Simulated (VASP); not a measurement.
# Al30Si (a cell with a defect) in VASP: a series of runs, part 3 of 3

VASP 6.6.1.

### 4 Single point, PBE+D3(BJ)

INCAR reads:

```
PREC = Accurate
ENCUT = 520
EDIFF = 1E-6
ISMEAR = 0
SIGMA = 0.1
LREAL = Auto
LASPH = True
NELM = 80
ALGO = Normal
ISIF = 2
LWAVE = False
LCHARG = True
GGA = PE
IVDW = 12
LELF = True
LVHAR = True
NBANDS = 68
```

KPOINTS reads:

```
regular mesh
0
Gamma
  3 3 3
```

POSCAR reads:

```
Al30Si
1.0
    8.1000000000      0.0000000000      0.0000000000
    0.0000000000      8.1000000000      0.0000000000
    0.0000000000      0.0000000000      8.1000000000
Si Al
1 30
Direct
    0.7505382208      0.0000000000     -0.2505382208
    0.7473694734      0.2440784855     -0.0016668690
    0.7478686652      0.0000000000      0.2493459254
   -0.0004813902      0.0000000000     -0.0017002736
    0.2521146439      0.2483252985     -0.0002365738
    0.4997468884      0.5000000000      0.0002531116
    0.7473694734      0.7559215145     -0.0016668690
    0.2522219505      0.0000000000      0.2477780495
    0.5002365738      0.2483252985      0.2478853561
    0.7504444261      0.5000000000      0.2503584938
    0.5017002736      0.0000000000      0.5004813902
    0.7504820852      0.2494740360      0.5012603279
    0.0000001538      0.5000000000      0.0002050088
    0.2521146439      0.7516747015     -0.0002365738
   -0.0004958432      0.2510196470      0.2502935162
    0.2501872248      0.5000000000      0.2498127752
    0.5002365738      0.7516747015      0.2478853561
   -0.0016953802      0.0000000000      0.5016953802
    0.2497064838      0.2510196470      0.5004958432
    0.4997949912      0.5000000000      0.4999998462
    0.7504820852      0.7505259640      0.5012603279
    0.2506540746      0.0000000000      0.7521313348
    0.5016668690      0.2440784855      0.7526305266
    0.7504017865      0.5000000000      0.7495982135
   -0.0004958432      0.7489803530      0.2502935162
   -0.0006633072      0.5000000000      0.5006633072
    0.2497064838      0.7489803530      0.5004958432
   -0.0012603279      0.2494740360      0.7495179148
    0.2496415062      0.5000000000      0.7495555739
    0.5016668690      0.7559215145      0.7526305266
   -0.0012603279      0.7505259640      0.7495179148
```

Potentials or basis: VASP PAW PBE potentials, release 64 (Si, Al).

Started as:

```bash
cat potpaw_PBE.64/Si/POTCAR potpaw_PBE.64/Al/POTCAR > POTCAR
mpirun -np 1 vasp_std > vasp.out
```

OUTCAR:

```text
PREC = Accurate
   ENCUT = 520
   EDIFF = 1E-6
   ISMEAR = 0
   LREAL = Auto
   LASPH = True
   NELM = 80
   ISIF = 2
   GGA = PE
   IVDW = 12
 IVDW          = 12

 ion  position               nearest neighbor table
   1  0.751  0.000  0.749-   2 2.82   7 2.82  23 2.82  30 2.82  18 2.84  12 2.85  28 2.85  21 2.85
                            31 2.85  11 2.85   4 2.85
   2  0.747  0.244  0.998-  23 2.81   1 2.82   3 2.84   4 2.84   9 2.85  28 2.87   6 2.88  15 2.89
                            24 2.89  10 2.91  13 2.91
   3  0.748  0.000  0.249-   2 2.84   7 2.84   9 2.84  17 2.84  11 2.85  12 2.87  21 2.87  15 2.88
[... 798 lines left out ...]
  Total     -15.35478   -16.48464   -15.35478     0.00000     0.00000     0.15155
  in kB     -46.29126   -49.69756   -46.29126     0.00000     0.00000     0.45689
  external pressure =      -47.43 kB  Pullay stress =        0.00 kB

 VOLUME and BASIS-vectors are now :
 -----------------------------------------------------------------------------
  energy-cutoff  :      520.00
  volume of cell :      531.44
      direct lattice vectors                 reciprocal lattice vectors
     8.100000000  0.000000000  0.000000000     0.123456790  0.000000000  0.000000000
     0.000000000  8.100000000  0.000000000     0.000000000  0.123456790  0.000000000
     0.000000000  0.000000000  8.100000000     0.000000000  0.000000000  0.123456790

 POSITION                                       TOTAL-FORCE (eV/Angst)
 -----------------------------------------------------------------------------------
      6.07936      0.00000      6.07064        -0.005090     -0.000000      0.005090
      6.05369      1.97704      8.08650        -0.000296     -0.004902     -0.000857
      6.05774      0.00000      2.01970        -0.002639     -0.000000      0.002944
      8.09610      0.00000      8.08623         0.005713     -0.000000     -0.004646
      2.04213      2.01143      8.09808         0.004698     -0.000362     -0.000042
      4.04795      4.05000      0.00205         0.001311     -0.000000     -0.001311
[... 23 lines left out ...]
      4.06350      6.12296      6.09631         0.000857      0.004902      0.000296
      8.08979      6.07926      6.07110        -0.004640     -0.001453     -0.002083
 -----------------------------------------------------------------------------------
    total drift:                               -0.020326      0.000000      0.020326

  FREE ENERGIE OF THE ION-ELECTRON SYSTEM (eV)
  ---------------------------------------------------
  free  energy   TOTEN  =      -127.4074481507 eV

  energy  without entropy=     -127.3682215831  energy(sigma->0) =     -127.38783487
```

OSZICAR:

```text
N       E                     dE             d eps       ncg     rms          rms(c)
DAV:   1     0.128791815974E+03    0.12879E+03   -0.32817E+04  1088   0.111E+03
DAV:   2    -0.103581372327E+03   -0.23237E+03   -0.21745E+03  1268   0.144E+02
DAV:   3    -0.117871218527E+03   -0.14290E+02   -0.13479E+02  1344   0.283E+01
DAV:   4    -0.118239784161E+03   -0.36857E+00   -0.36492E+00  1308   0.489E+00
DAV:   5    -0.118247679437E+03   -0.78953E-02   -0.78827E-02  1336   0.831E-01    0.741E+00
DAV:   6    -0.117638639463E+03    0.60904E+00   -0.62268E-01  1316   0.204E+00    0.439E+00
DAV:   7    -0.117384344367E+03    0.25430E+00   -0.23938E-01  1304   0.136E+00    0.121E+00
DAV:   8    -0.117351959848E+03    0.32385E-01   -0.27971E-02  1320   0.482E-01    0.477E-01
DAV:   9    -0.117349614318E+03    0.23455E-02   -0.32944E-03  1296   0.155E-01    0.282E-01
DAV:  10    -0.117349399850E+03    0.21447E-03   -0.59747E-04  1312   0.667E-02    0.691E-02
DAV:  11    -0.117349382341E+03    0.17509E-04   -0.88031E-05  1360   0.246E-02    0.245E-02
DAV:  12    -0.117349382644E+03   -0.30316E-06   -0.14368E-05  1368   0.961E-03    0.100E-02
DAV:  13    -0.117349382321E+03    0.32229E-06   -0.14736E-06   920   0.349E-03
   1 F= -.12740745E+03 E0= -.12738783E+03  d E =-.392266E-01
```

stdout:

```text
POSCAR found type information on POSCAR SiAl
 POSCAR found :  2 types and      31 ions
 scaLAPACK will be used
 LDA part: xc-table for (Slater+PW92), standard interpolation
 POSCAR, INCAR and KPOINTS ok, starting setup
 FFT: planning ... GRIDC
 FFT: planning ... GRID_SOFT
 FFT: planning ... GRID
 WAVECAR not read
 entering main loop
```

Run time: 3.7 min. Hardware: 1 thread of AMD EPYC 9R45 (Zen 5), shared host; peak memory 0.52 GiB.

What came out:

* Free energy: -127.4074 eV
* Pressure: -4.7 GPa
* Largest force: 0.007 eV/Å
* Band gap on the k mesh: zero (bands 47 and 48 overlap by 0.31 eV)
* Dispersion energy per atom: -0.324 eV

Forces on the atoms (eV/Å):
```
Si  -0.005  0.000  0.005
Al   0.000 -0.005 -0.001
Al  -0.003  0.000  0.003
Al   0.006  0.000 -0.005
Al   0.005  0.000  0.000
Al   0.001  0.000 -0.001
Al   0.000  0.005 -0.001
Al   0.003  0.000 -0.003
Al   0.000  0.000 -0.005
Al   0.005  0.000 -0.001
Al   0.005  0.000 -0.006
Al   0.002  0.001  0.005
Al  -0.002  0.000 -0.001
Al   0.005  0.000  0.000
Al  -0.003  0.006  0.001
Al  -0.001  0.000  0.001
Al   0.000  0.000 -0.005
Al  -0.003  0.000  0.003
Al  -0.001  0.006  0.003
Al   0.001  0.000  0.002
Al   0.002 -0.001  0.005
Al  -0.003  0.000  0.003
Al   0.001 -0.005  0.000
Al   0.002  0.000 -0.002
Al  -0.003 -0.006  0.001
Al  -0.004  0.000  0.004
Al  -0.001 -0.006  0.003
Al  -0.005  0.001 -0.002
Al   0.001  0.000 -0.005
Al   0.001  0.005  0.000
Al  -0.005 -0.001 -0.002
```

Levels at points of the mesh, in eV from the Fermi level:
| k point | band 44 | band 45 | band 46 | band 47 | band 48 | band 49 | band 50 | band 51 |
| --- | --- | --- | --- | --- | --- | --- | --- | --- |
| (0.00, 0.00, 0.00) | -0.35 | -0.34 | 0.28 | 0.34 | 0.39 | 0.41 | 0.45 | 0.47 |

### 5 Single point, PBE+D3(BJ)

INCAR reads:

```
SYSTEM = Al30Si
PREC     = Accurate       ! precision mode
ENCUT    = 520            ! plane-wave cutoff, eV
EDIFF    = 1E-6           ! SCF threshold, eV
ISMEAR   = 0              ! smearing method
SIGMA    = 0.1            ! smearing width, eV
LREAL    = Auto         
LASPH    = .TRUE.         ! aspherical terms in the spheres
NELM     = 60             ! most SCF steps
ALGO     = Normal         ! electronic algorithm
ISIF     = 2              ! what is computed and relaxed
LWAVE    = .FALSE.        ! write WAVECAR
LCHARG   = .FALSE.        ! write CHGCAR
GGA      = PE             ! functional
IVDW     = 12             ! dispersion correction
NBANDS   = 68             ! bands
```

KPOINTS reads:

```
regular mesh
0
G
  3 3 3
  0 0 0
```

POSCAR reads:

```
Al30Si
1.0
    8.1000000000      0.0000000000      0.0000000000
    0.0000000000      8.1000000000      0.0000000000
    0.0000000000      0.0000000000      8.1000000000
Si Al
1 30
Direct
    0.7505382716      0.0000000000     -0.2505382716
    0.7473695062      0.2440785185     -0.0016669136
    0.7478686420      0.0000000000      0.2493459259
   -0.0004813580      0.0000000000     -0.0017002469
    0.2521146914      0.2483253086     -0.0002365432
    0.4997469136      0.5000000000      0.0002530864
    0.7473695062      0.7559214815     -0.0016669136
    0.2522219753      0.0000000000      0.2477780247
    0.5002365432      0.2483253086      0.2478853086
    0.7504444444      0.5000000000      0.2503585185
    0.5017002469      0.0000000000      0.5004813580
    0.7504820988      0.2494740741      0.5012603704
    0.0000001235      0.5000000000      0.0002050617
    0.2521146914      0.7516746914     -0.0002365432
   -0.0004958025      0.2510196296      0.2502935802
    0.2501871605      0.5000000000      0.2498128395
    0.5002365432      0.7516746914      0.2478853086
   -0.0016954321      0.0000000000      0.5016954321
    0.2497064198      0.2510196296      0.5004958025
    0.4997949383      0.5000000000      0.4999998765
    0.7504820988      0.7505259259      0.5012603704
    0.2506540741      0.0000000000      0.7521313580
    0.5016669136      0.2440785185      0.7526304938
    0.7504017284      0.5000000000      0.7495982716
   -0.0004958025      0.7489803704      0.2502935802
   -0.0006633333      0.5000000000      0.5006633333
    0.2497064198      0.7489803704      0.5004958025
   -0.0012603704      0.2494740741      0.7495179012
    0.2496414815      0.5000000000      0.7495555556
    0.5016669136      0.7559214815      0.7526304938
   -0.0012603704      0.7505259259      0.7495179012
```

Started as:

```bash
cat potpaw_PBE.64/Si/POTCAR potpaw_PBE.64/Al/POTCAR > POTCAR
mpirun -np 1 vasp_std > vasp.out
```

It took 3.2 min on 1 thread of AMD EPYC 9R45 (Zen 5), shared host; peak memory 0.52 GiB.

Results (log left out):

| Quantity | Value |
| --- | --- |
| Free energy | -127.4074 eV |
| Pressure | -4.7 GPa |
| Largest force | 0.007 eV/Å |
| Band gap on the k mesh | zero (bands 47 and 48 overlap by 0.31 eV) |
| Dispersion energy per atom | -0.324 eV |

Forces in eV/Å, atoms in the order of the input:
```
Si  -0.005  0.000  0.005
Al   0.000 -0.005 -0.001
Al  -0.003  0.000  0.003
Al   0.006  0.000 -0.005
Al   0.005  0.000  0.000
Al   0.001  0.000 -0.001
Al   0.000  0.005 -0.001
Al   0.003  0.000 -0.003
Al   0.000  0.000 -0.005
Al   0.005  0.000 -0.001
Al   0.005  0.000 -0.006
Al   0.002  0.001  0.005
Al  -0.002  0.000 -0.001
Al   0.005  0.000  0.000
Al  -0.003  0.006  0.001
Al  -0.001  0.000  0.001
Al   0.000  0.000 -0.005
Al  -0.003  0.000  0.003
Al  -0.001  0.006  0.003
Al   0.001  0.000  0.002
Al   0.002 -0.001  0.005
Al  -0.003  0.000  0.003
Al   0.001 -0.005  0.000
Al   0.002  0.000 -0.002
Al  -0.003 -0.006  0.001
Al  -0.004  0.000  0.004
Al  -0.001 -0.006  0.003
Al  -0.005  0.001 -0.002
Al   0.001  0.000 -0.005
Al   0.001  0.005  0.000
Al  -0.005 -0.001 -0.002
```

Stress tensor (GPa, compression positive):
```
-4.63  0.00  0.05
 0.00 -4.97  0.00
 0.05  0.00 -4.63
```

Levels at points of the mesh, in eV from the Fermi level:
```csv
k point,band 43,band 44,band 45,band 46,band 47,band 48,band 49,band 50,band 51,band 52
"(0.00, 0.00, 0.00)",-0.40,-0.35,-0.34,0.28,0.34,0.39,0.41,0.45,0.47,0.50
```

### 6 Summary

| cell | gap on the mesh (eV) | pressure (GPa) | largest force (eV/Å) |
| --- | --- | --- | --- |
| as given, atomic positions A | none | -4.4 | 0.59 |
| as given, atomic positions B | none | -4.6 | 0.55 |
| as given, atomic positions C | none | -4.7 | 0.01 |

Alike in all rows: task single point; level PBE+D3(BJ); potentials or basis VASP PAW PBE potentials, release 64 (Si, Al); no spin polarisation; k mesh 3 × 3 × 3; cutoff (eV) 520; smearing gaussian 0.1 eV.

Absolute energies hang on the potentials; compare differences alone.
